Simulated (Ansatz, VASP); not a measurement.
## Ge3Pt in VASP and in Ansatz

```
Ge Pt
1.0
     3.90126    2.25239    2.75257
    -3.90126    2.25239    2.75257
     0.00000   -4.50479    2.75257
Ge Pt
6 2
Direct
  0.76263 0.34009 0.76263
  0.76263 0.76263 0.34009
  0.34009 0.76263 0.76263
  0.23737 0.65991 0.23737
  0.65991 0.23737 0.23737
  0.23737 0.23737 0.65991
  0.17028 0.17028 0.17028
  0.82972 0.82972 0.82972
```

Change from the starting cell: species swapped into the InP3 type (R-3m, No. 166).

Alike in both runs: functional PBE; k mesh 6 × 6 × 6; occupations gaussian, width 0.1 eV; no spin polarisation.

Ansatz relaxed the structure, and its values are those at the end. VASP's run is a single point on that final structure, the one shown.

|  | VASP | Ansatz |
| --- | --- | --- |
| version | VASP 6.6.1 | Ansatz 0.2.0 |
| potentials or method | VASP PAW PBE potentials, release 64 (Ge_d, Pt), cutoff 520 eV | scalar-relativistic, plane waves, PAW |
| valence electrons in the cell | 104 | 120 |

|  | VASP | Ansatz | Ansatz less VASP |
| --- | --- | --- | --- |
| gap on the k mesh at the Fermi level (eV) | none | none | - |
| pressure (GPa) | 0.0 | 0.0 | +0.05 |

A gap of «none» marks a metal or a gap that the smearing closes. With one functional, cell and mesh, what is left measures potentials, basis and numerics. VASP's potentials hold 104 valence electrons a cell and Ansatz's 120, so a difference there can come from the potentials and not from the codes.

Neither program's run includes spin-orbit coupling.
